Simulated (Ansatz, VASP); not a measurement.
# Ti in VASP and in Ansatz

```xyz
1
Lattice="0.0000 2.0300 2.0503 2.0300 0.0000 2.0503 2.0300 2.0300 0.0000" Properties=species:S:1:pos:R:3 pbc="T T T"
Ti    0.0000    0.0000    0.0000
```

Alike in both runs: functional PBEsol; k mesh 9 × 9 × 9; occupations fermi-dirac, width 0.05 eV; no spin polarisation.

```csv
,VASP,Ansatz
version,VASP 6.6.1,Ansatz 0.2.0
potentials or method,"VASP PAW PBE potentials, release 64 (Ti_sv)",Ansatz PAW
plane-wave cutoff (eV),520,420
valence electrons in the cell,12,12
task,single point,band structure
```

|  | VASP | Ansatz | Ansatz less VASP |
| --- | --- | --- | --- |
| gap on the k mesh at the Fermi level (eV) | none | none | - |
| pressure (GPa) | -1.4 | -1.2 | +0.27 |

VASP's potentials were made for PBE, not for PBEsol. A gap of «none» marks a metal or a gap that the smearing closes.
